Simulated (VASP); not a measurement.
# Os (P6_3/mmc) in VASP: further runs

The runs below take Os through single point, with PBE-based screened hybrid with 25 % exact exchange, PBEsol.

Program: VASP 6.6.1. These are calculated values, not measurements. Logs are shortened: lines on timing, memory, paths and dates and some standing lists are left out, and cuts for length are marked.

**1. The cell of the first run**

Symmetry: P6_3/mmc, No. 194, hexagonal system. The conventional cell has a = 2.734 Å, b = 2.734 Å, c = 4.284 Å, α = 90.00°, β = 90.00°, γ = 120.00°. Os (site symmetry -6m2) has 12 Os at 2.66 to 2.73 Å within 3.5 Å.

**2. Single point, PBE-based screened hybrid with 25 % exact exchange**

Contents of POSCAR:

```
Os
1.0
    2.7335242363      0.0000000000      0.0000000000
   -1.3667621182      2.3673014305      0.0000000000
    0.0000000000      0.0000000000      4.2842597399
Os
2
Direct
    0.6666666667      0.3333333333      0.7500000000
    0.3333333333      0.6666666667      0.2500000000
```

Contents of INCAR.step1:

```
SYSTEM = Os
PREC = Accurate
ENCUT = 520
EDIFF = 1E-5
ISMEAR = -1
SIGMA = 0.05
LREAL = .FALSE.
LASPH = .TRUE.
NELM = 100
ALGO = Normal
ISIF = 2
LWAVE = .TRUE.
LCHARG = .FALSE.
GGA = PE
NBANDS = 15
```

Contents of INCAR.step2:

```
SYSTEM = Os
PREC = Accurate
ENCUT = 520
EDIFF = 1E-6
ISMEAR = -1
SIGMA = 0.05
LREAL = .FALSE.
LASPH = .TRUE.
NELM = 100
ALGO = Normal
ISIF = 2
LWAVE = .FALSE.
LCHARG = .FALSE.
GGA = PE
LHFCALC = .TRUE.
AEXX = 0.25
HFSCREEN = 0.3
PRECFOCK = Normal
ISTART = 1
NBANDS = 15
```

Contents of KPOINTS:

```
Automatic mesh
0
G
  6 6 3
  0 0 0
```

Potentials or basis: VASP PAW PBE potentials, release 64 (Os).

Launch:

```console
cat potpaw_PBE.64/Os/POTCAR > POTCAR
cp INCAR.step1 INCAR
mpirun -np 1 vasp_std > vasp.out
cp INCAR.step2 INCAR
mpirun -np 1 vasp_std > vasp.out
```

OUTCAR:

```text
SYSTEM = Os
   PREC = Accurate
   ENCUT = 520
   EDIFF = 1E-6
   ISMEAR = -1
   LREAL = .FALSE.
   LASPH = .TRUE.
   NELM = 100
   ISIF = 2
   GGA = PE
   LHFCALC = .TRUE.
   AEXX = 0.25
   HFSCREEN = 0.3
   PRECFOCK = Normal
   ISTART = 1

 ion  position               nearest neighbor table
   1  0.667  0.333  0.750-   2 2.66   2 2.66   2 2.66   2 2.66   2 2.66   2 2.66
   2  0.333  0.667  0.250-   1 2.66   1 2.66   1 2.66   1 2.66   1 2.66   1 2.66

  LATTYP: Found a hexagonal cell.
 ALAT       =     2.7335242363
 C/A-ratio  =     1.5673026356

  Lattice vectors:

 A1 = (   2.7335242363,   0.0000000000,   0.0000000000)
 A2 = (  -1.3667621182,   2.3673014305,   0.0000000000)
 A3 = (   0.0000000000,   0.0000000000,   4.2842597399)

Analysis of symmetry for initial positions (statically):
=====================================================================
 Subroutine PRICEL returns:
 Original cell was already a primitive cell.

 Routine SETGRP: Setting up the symmetry group for a
 hexagonal supercell.

 Subroutine GETGRP returns: Found 24 space group operations
 (whereof 12 operations were pure point group operations)
 out of a pool of 24 trial point group operations.

The static configuration has the point symmetry D_3d.
 The point group associated with its full space group is D_6h.

Analysis of symmetry for dynamics (positions and initial velocities):
=====================================================================
 Subroutine PRICEL returns:
 Original cell was already a primitive cell.

 Routine SETGRP: Setting up the symmetry group for a
 hexagonal supercell.

 Subroutine GETGRP returns: Found 24 space group operations
 (whereof 12 operations were pure point group operations)
 out of a pool of 24 trial point group operations.

The dynamic configuration has the point symmetry D_3d.
 The point group associated with its full space group is D_6h.

 Subroutine INISYM returns: Found 24 space group operations
 (whereof 12 operations are pure point group operations),
 and found     1 'primitive' translations

----------------------------------------------------------------------------------------

                                     Primitive cell

  volume of cell :      27.7238

  direct lattice vectors                    reciprocal lattice vectors
     2.733524236  0.000000000  0.000000000     0.365828108  0.211210957  0.000000000
    -1.366762118  2.367301430  0.000000000     0.000000000  0.422421913  0.000000000
     0.000000000  0.000000000  4.284259740     0.000000000  0.000000000  0.233412552

  length of vectors
     2.733524236  2.733524236  4.284259740     0.422421913  0.422421913  0.233412552

  position of ions in fractional coordinates (direct lattice)
     0.666666667  0.333333333  0.750000000
     0.333333333  0.666666667  0.250000000

  ion indices of the primitive-cell ions
   primitive index   ion index
                 1           1
                 2           2

----------------------------------------------------------------------------------------

 KPOINTS: Automatic mesh

Automatic generation of k-mesh.
 Grid dimensions read from file:
 generate k-points for:    6    6    3

 Generating k-lattice:

  Cartesian coordinates                     Fractional coordinates (reciprocal lattice)
     0.060971351  0.035201826  0.000000000     0.166666667 -0.000000000  0.000000000
     0.000000000  0.070403652  0.000000000     0.000000000  0.166666667  0.000000000
     0.000000000  0.000000000  0.077804184     0.000000000  0.000000000  0.333333333

  Length of vectors
     0.070403652  0.070403652  0.077804184

  Shift w.r.t. Gamma in fractional coordinates (k-lattice)
     0.000000000  0.000000000  0.000000000

 Subroutine IBZKPT returns following result:
 ===========================================

 Found     14 irreducible k-points:

 Following reciprocal coordinates:
            Coordinates               Weight
  0.000000  0.000000  0.000000      1.000000
  0.166667 -0.000000  0.000000      6.000000
  0.333333  0.000000  0.000000      6.000000
  0.500000  0.000000  0.000000      3.000000
  0.166667  0.166667  0.000000      6.000000
  0.333333  0.166667  0.000000     12.000000
  0.333333  0.333333  0.000000      2.000000
  0.000000  0.000000  0.333333      2.000000
  0.166667 -0.000000  0.333333     12.000000
  0.333333  0.000000  0.333333     12.000000
  0.500000  0.000000  0.333333      6.000000
  0.166667  0.166667  0.333333     12.000000
  0.333333  0.166667  0.333333     24.000000
  0.333333  0.333333  0.333333      4.000000
   k-points           NKPTS =     14   k-points in BZ     NKDIM =    108   number of bands    NBANDS=     15
   number of dos      NEDOS =    301   number of ions     NIONS =      2
   total plane-waves  NPLWV =  12800
   dimension x,y,z NGX =    20 NGY =   20 NGZ =   32
   dimension x,y,z NGXF=    40 NGYF=   40 NGZF=   64
   ions per type =               2
   NGX,Y,Z   is equivalent  to a cutoff of  12.16, 12.16, 12.42 a.u.
   NGXF,Y,Z  is equivalent  to a cutoff of  24.33, 24.33, 24.83 a.u.
 SYSTEM =  Os
   PREC   = accura    normal or accurate (medium, high low for compatibility)
   ISTART =      1    job   : 0-new  1-cont  2-samecut
   ICHARG =      0    charge: 1-file 2-atom 10-const
   ISPIN  =      1    spin polarized calculation?
   LNONCOLLINEAR =      F non collinear calculations
   LSORBIT =      F    spin-orbit coupling
   LASPH  =      T    aspherical Exc in radial PAW
   ENCUT  =  520.0 eV  38.22 Ry    6.18 a.u.   5.08  5.08  7.97*2*pi/ulx,y,z
   NELM   =    100;   NELMIN=  2; NELMDL=  0     # of ELM steps
   EDIFF  = 0.1E-05   stopping-criterion for ELM
   LREAL  =      F    real-space projection
   EDIFFG = 0.1E-04   stopping-criterion for IOM
   NSW    =      0    number of steps for IOM
   IBRION =     -1    ionic relax: 0-MD 1-quasi-New 2-CG
   NFREE  =      0    steps in history (QN), initial steepest desc. (CG)
   ISIF   =      2    stress and relaxation
   ISYM   =      3    0-nonsym 1-usesym 2-fastsym
   POTIM  = 0.5000    time-step for ionic-motion
   TEBEG  =    0.0;   TEEND  =   0.0 temperature during run
   PSTRESS=    0.0 pullay stress
   NELECT =      16.0000    total number of electrons
   NUPDOWN=      -1.0000    fix difference up-down
   EMIN   =  10.00;   EMAX   =-10.00  energy-range for DOS
   EFERMI =   0.00;   METHOD = LEGACY
   ISMEAR =    -1;   SIGMA  =   0.05  broadening in eV -4-tet -1-fermi 0-gaus
   EFERMI_NEDOS =   21; number of points for ismear=-14 and -15
   IALGO  =     38    algorithm
   IMIX   =      1    mixing-type and parameters
     AMIX     =   0.40;   BMIX     =  1.00
     AMIX_MAG =   1.60;   BMIX_MAG =  1.00
  volume/ion in A,a.u.               =      13.86        93.54
  Fermi-wavevector in a.u.,A,eV,Ry     =   1.363005  2.575706 25.276661  1.857782
  Thomas-Fermi vector in A             =   2.489445
   LORBIT       =      0    0 simple, 1 ext, 2 COOP (PROOUT), +10 PAW based schemes
   GGA     = PE    functional components
   LHFCALC =     T    Hartree Fock is set to
   PRECFOCK=normal    Normal, Fast or Accurate (Low or Medium for compatibility)
   ENCUT4O =  -1.0   cutoff for four orbital integrals eV
   NKREDX  =     1    reduce k-point grid by
   NKREDY  =     1    reduce k-point grid by
   NKREDZ  =     1    reduce k-point grid by
   AEXX    =    0.2500 exact exchange contribution
   HFSCREEN=    0.3000 screening length (either q_TF or 0.3 A-1)
   HFSCREENC=   0.3000 screening length for correlation (either q_TF or 0.3 A-1)
   ENCUTFOCK=  -1.0 apply spherical cutoff to Coloumb kernel
   IVDW    =     0    specifies the selected vdW correction
   LEPSILON=     F    determine dielectric tensor
   LRPA    =     F    only Hartree local field effects (RPA)
 non-spin polarized calculation
  energy-cutoff  :      520.00
  volume of cell :       27.72
 maximum number of plane-waves:       759
  NGX = 16; NGY = 16; NGZ = 28

 number of electron      15.9999999 magnetization

 Free energy of the ion-electron system (eV)
  ---------------------------------------------------
  ext. energy  EPLUGINS =         0.00000000
  ---------------------------------------------------
  free energy    TOTEN  =       -25.13321364 eV

  energy without entropy =      -25.12535306  energy(sigma->0) =      -25.12928335

 E-fermi :   9.3516     XC(G=0): -11.6102

 val. band max:        9.3219145504   @ k =   0.0000   0.0000   0.0000
 cond. band min:       9.4699979587   @ k =   0.1667  -0.0000   0.3333
 fundamental gap:      0.1480834083
 Fermi energy:         9.3515776541

 k-point     1 :       0.0000    0.0000    0.0000
  band No.  band energies     occupation
      1      -2.7262      2.00000
      2       0.6655      2.00000
      3       5.8455      2.00000
      4       5.8455      2.00000
      5       6.3235      2.00000
      6       6.7699      2.00000
      7       6.7699      2.00000
      8       7.3644      2.00000
      9       7.3644      2.00000
     10       9.3219      1.28823
     11      11.2632      0.00000
     12      11.2632      0.00000
     13      19.5972      0.00000
     14      24.2289      0.00000
     15      27.2334      0.00000

 k-point     2 :       0.1667   -0.0000    0.0000
  band No.  band energies     occupation
      1      -1.5502      2.00000
      2       1.5965      2.00000
      3       4.6100      2.00000
      4       5.6075      2.00000
      5       6.1628      2.00000
      6       6.6442      2.00000
      7       6.9616      2.00000
      8       7.4958      2.00000
      9       7.5929      2.00000
     10       7.8035      2.00000
     11      11.7257      0.00000
     12      15.2050      0.00000
     13      19.4289      0.00000
     14      26.0930      0.00000
     15      28.0293      0.00000
[... 185 lines left out ...]
      3       3.1100      2.00000
      4       4.5180      2.00000
      5       4.9581      2.00000
      6       6.6549      2.00000
      7       7.5242      2.00000
      8       9.0134      1.99769
      9      10.9292      0.00000
     10      12.4472      0.00000
     11      13.9756      0.00000
     12      15.7857      0.00000
     13      19.6659      0.00000
     14      21.8013      0.00000
     15      23.7118      0.00000

 k-point    14 :       0.3333    0.3333    0.3333
  band No.  band energies     occupation
      1       2.8652      2.00000
      2       2.8652      2.00000
      3       2.9168      2.00000
      4       4.1258      2.00000
      5       5.4135      2.00000
      6       5.4135      2.00000
      7       7.5325      2.00000
      8       8.8887      1.99981
      9      11.2954      0.00000
     10      11.2954      0.00000
     11      17.0663      0.00000
     12      17.0663      0.00000
     13      19.9843      0.00000
     14      21.5199      0.00000
     15      21.5199      0.00000

------------------------ aborting loop because EDIFF is reached ----------------------------------------

  FORCE on cell =-STRESS in cart. coord.  units (eV):
  Direction    XX          YY          ZZ          XY          YZ          ZX
  --------------------------------------------------------------------------------------
  -------------------------------------------------------------------------------------
  Total        0.2560340      0.2560340      0.2923468     -0.0000000     -0.0000000      0.0000000
  in kB       14.7963963     14.7963963     16.8949420     -0.0000000     -0.0000000      0.0000000
  external PRESSURE =      15.4959115 kB  Pullay stress =       0.0000000 kB

 VOLUME and BASIS-vectors are now :
 -----------------------------------------------------------------------------
  energy-cutoff  :      520.00
  volume of cell :       27.72
      direct lattice vectors                 reciprocal lattice vectors
     2.733524236  0.000000000  0.000000000     0.365828108  0.211210957  0.000000000
    -1.366762118  2.367301430  0.000000000     0.000000000  0.422421913  0.000000000
     0.000000000  0.000000000  4.284259740     0.000000000  0.000000000  0.233412552

 POSITION                                       TOTAL-FORCE (eV/Angst)
 -----------------------------------------------------------------------------------
      1.36676      0.78910      3.21319        -0.000000     -0.000000      0.000000
     -0.00000      1.57820      1.07106         0.000000      0.000000     -0.000000
 -----------------------------------------------------------------------------------
    total drift:                               -0.000000      0.000000      0.000000

  FREE ENERGIE OF THE ION-ELECTRON SYSTEM (eV)
  ---------------------------------------------------
  free  energy   TOTEN  =       -25.1332136447 eV

  energy  without entropy=      -25.1253530552  energy(sigma->0) =      -25.12928335
```

Wall time 5.8 min (1 thread of Intel Xeon 6975P-C (Granite Rapids), shared host); peak memory 0.26 GiB.

What came out:

| Quantity | Value |
| --- | --- |
| Free energy | -25.1332 eV |
| Pressure | 1.5 GPa |
| Band gap on the k mesh | zero (bands 8 and 9 overlap by 4.27 eV) |

Caveat: the k points lie up to 0.49 Å⁻¹ apart, too coarse for converged energies and pressures of a metal; the PAW data sets were made with another functional, which shifts forces and pressure a little; spin-orbit coupling is left out, which moves the levels of the heavy elements.

**3. Single point, PBEsol**

This run uses another cell than the first one, of 13.08 Å³/atom.

Contents of INCAR:

```
PREC = Accurate
ENCUT = 520
EDIFF = 1E-7
ISMEAR = -1
SIGMA = 0.05
LREAL = F
LASPH = T
NELM = 100
ALGO = Normal
ISIF = 2
LWAVE = F
LCHARG = F
GGA = PS
NBANDS = 15
```

Contents of KPOINTS:

```
Automatic mesh
0
Gamma
  11 11 6
```

Contents of POSCAR:

```
Os
1.0
    2.6713958479      0.0000000000      0.0000000000
   -1.3356979240      2.3134966679      0.0000000000
    0.0000000000      0.0000000000      4.2333783617
Os
2
Direct
    0.6666666667      0.3333333333      0.7500000000
    0.3333333333      0.6666666667      0.2500000000
```

Potentials or basis: VASP PAW PBE potentials, release 64 (Os).

Launch:

```console
cat potpaw_PBE.64/Os/POTCAR > POTCAR
mpirun -np 1 vasp_std > vasp.out
```

OUTCAR:

```text
PREC = Accurate
   ENCUT = 520
   EDIFF = 1E-7
   ISMEAR = -1
   LREAL = F
   LASPH = T
   NELM = 100
   ISIF = 2
   GGA = PS

 ion  position               nearest neighbor table
   1  0.667  0.333  0.750-   2 2.62   2 2.62   2 2.62   2 2.62   2 2.62   2 2.62
   2  0.333  0.667  0.250-   1 2.62   1 2.62   1 2.62   1 2.62   1 2.62   1 2.62

  LATTYP: Found a hexagonal cell.
 ALAT       =     2.6713958479
 C/A-ratio  =     1.5847064990

  Lattice vectors:

[... 620 lines left out ...]

------------------------ aborting loop because EDIFF is reached ----------------------------------------

  FORCE on cell =-STRESS in cart. coord.  units (eV):
  Direction    XX          YY          ZZ          XY          YZ          ZX
  --------------------------------------------------------------------------------------
  -------------------------------------------------------------------------------------
  Total        5.1550893      5.1550893      5.1440438     -0.0000000     -0.0000000      0.0000000
  in kB      315.6839937    315.6839938    315.0076008     -0.0000000     -0.0000000      0.0000000
  external PRESSURE =     315.4585294 kB  Pullay stress =       0.0000000 kB

 VOLUME and BASIS-vectors are now :
 -----------------------------------------------------------------------------
  energy-cutoff  :      520.00
  volume of cell :       26.16
      direct lattice vectors                 reciprocal lattice vectors
     2.671395848  0.000000000  0.000000000     0.374336136  0.216123069  0.000000000
    -1.335697924  2.313496668  0.000000000     0.000000000  0.432246138  0.000000000
     0.000000000  0.000000000  4.233378362     0.000000000  0.000000000  0.236217960

 POSITION                                       TOTAL-FORCE (eV/Angst)
 -----------------------------------------------------------------------------------
      1.33570      0.77117      3.17503        -0.000000      0.000000      0.000000
     -0.00000      1.54233      1.05834         0.000000     -0.000000      0.000000
 -----------------------------------------------------------------------------------
    total drift:                               -0.000000      0.000000     -0.000000

  FREE ENERGIE OF THE ION-ELECTRON SYSTEM (eV)
  ---------------------------------------------------
  free  energy   TOTEN  =       -24.3208479876 eV

  energy  without entropy=      -24.3089187805  energy(sigma->0) =      -24.31488338
```

It took 28 s on 1 thread of Intel Xeon 8259CL, shared host; peak memory 0.15 GiB.

Results:

```
Free energy            : -24.3208 eV
Pressure               : 31.5 GPa
Band gap on the k mesh : zero (bands 8 and 9 overlap by 4.33 eV)
```

Caveat: the cell stands under pressure; the PAW data sets were made with another functional, which shifts forces and pressure a little; spin-orbit coupling is left out, which moves the levels of the heavy elements.

**4. Single point, PBEsol**

This run uses another cell than the first one, of 13.59 Å³/atom.

Contents of INCAR:

```
SYSTEM = Os
ALGO = Fast
EDIFF = 1E-7
ENCUT = 520
GGA = PS
ISIF = 2
ISMEAR = -1
LASPH = .True.
LCHARG = .False.
LREAL = .False.
LWAVE = .False.
NBANDS = 15
NELM = 100
PREC = Accurate
SIGMA = 0.05
```

Contents of KPOINTS:

```
k-points
0
Gamma
  11 11 6
  0 0 0
```

Contents of POSCAR:

```
Os
1.0
    2.7071649374      0.0000000000      0.0000000000
   -1.3535824687      2.3444736080      0.0000000000
    0.0000000000      0.0000000000      4.2830079879
Os
2
Direct
    0.6666666667      0.3333333333      0.7500000000
    0.3333333333      0.6666666667      0.2500000000
```

Launch:

```console
cat potpaw_PBE.64/Os/POTCAR > POTCAR
mpirun -np 1 vasp_std > vasp.out
```

Wall time 37 s (1 thread of Intel Xeon 8259CL, shared host); peak memory 0.15 GiB.

It converged, with:

- Free energy: -24.4542 eV
- Pressure: 10.8 GPa
- Band gap on the k mesh: zero (bands 8 and 9 overlap by 4.08 eV)

Stress tensor (GPa, compression positive):
```
10.87  0.00  0.00
 0.00 10.87  0.00
 0.00  0.00 10.78
```

Levels at points of the mesh, in eV from the Fermi level:
```
           k point  band 4  band 5  band 6  band 7  band 8  band 9  band 10  band 11  band 12  band 13
(0.00, 0.00, 0.00)   -3.15   -2.91   -2.27   -2.27   -1.57   -1.57     0.03     1.82     1.82     9.42
(0.00, 0.00, 0.50)   -3.69   -3.35   -3.35   -3.35   -3.35    1.00     1.00     1.00     1.00    13.80
```

Caveat: the cell stands under pressure; the PAW data sets were made with another functional, which shifts forces and pressure a little; spin-orbit coupling is left out, which moves the levels of the heavy elements.

**5. Summary**

| level | cell | k mesh | grid for exact exchange (PRECFOCK) | share of exact exchange | screening parameter | gap on the mesh (eV) | pressure (GPa) |
| --- | --- | --- | --- | --- | --- | --- | --- |
| PBE-based screened hybrid with 25 % exact exchange | a = 2.734, b = 2.734, c = 4.284 Å, angles 90.0, 90.0, 120.0°, 2 atoms | 6 × 6 × 3 | Normal | 0.25 | 0.3 1/Å | none | 1.5 |
| PBEsol | a = 2.671, b = 2.671, c = 4.233 Å, angles 90.0, 90.0, 120.0°, 2 atoms | 11 × 11 × 6 | - | - | - | none | 31.5 |
| PBEsol | a = 2.707, b = 2.707, c = 4.283 Å, angles 90.0, 90.0, 120.0°, 2 atoms | 11 × 11 × 6 | - | - | - | none | 10.8 |

Alike in all rows: task single point; potentials or basis VASP PAW PBE potentials, release 64 (Os); no spin polarisation; cutoff (eV) 520; smearing fermi-dirac 0.05 eV.

Caveats: some runs use coarse meshes; the PAW data sets were made with another functional, which shifts forces and pressure a little; spin-orbit coupling is left out, which moves the levels of the heavy elements; the cell stands under pressure (at least some runs).

Total energies depend on the potentials used, so only differences within one code and one set of settings carry meaning.
